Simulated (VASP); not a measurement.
The system is Sn3GeO.

```
Sn Ge O
1.0
     4.93165    0.00000    0.00000
     0.00000    4.93165    0.00000
     0.00000    0.00000    4.93165
Sn Ge O
3 1 1
Cartesian
  0.0000 2.4658 2.4658
  2.4658 0.0000 2.4658
  2.4658 2.4658 0.0000
  2.4658 2.4658 2.4658
  0.0000 0.0000 0.0000
```

The cell was generated, and may not be a known phase.

* Program: VASP 6.6.1
* Task: relaxation of cell and atoms
* Functional: PBE
* Potentials or basis: VASP PAW PBE potentials, release 64 (Sn_d, Ge_d, O)
* Cutoff: 600 eV
* k mesh: 4 × 4 × 4
* Occupations: gaussian, width 0.1 eV
* Spin: no spin polarisation

At the start: pressure 14.1 GPa; volume 23.99 Å³/atom.

Where does the relaxation end?

Over 3 steps the energy falls by 250.3 meV/atom and the volume is 30.77 Å³/atom (+28.3 %); space group Pm-3m (No. 221, to 0.1 Å) before and after.

The path:
```
step  energy change (eV)  largest force (eV/Å)  pressure (GPa)  volume (Å³)
   1              0.0000                0.0000           14.09       119.94
   2             -1.2244                0.0000           -1.31       160.42
   3             -1.2517                0.0000            0.04       153.84
```

Final structure:
```
Sn Ge O
1.0
     5.35830    0.00000    0.00000
     0.00000    5.35830    0.00000
     0.00000    0.00000    5.35830
Sn Ge O
3 1 1
Direct
  0.00000 0.50000 0.50000
  0.50000 0.00000 0.50000
  0.50000 0.50000 0.00000
  0.50000 0.50000 0.50000
  0.00000 0.00000 0.00000
```

Caveat: the volume moved by over 15 % at a fixed basis, so the end points are rough.
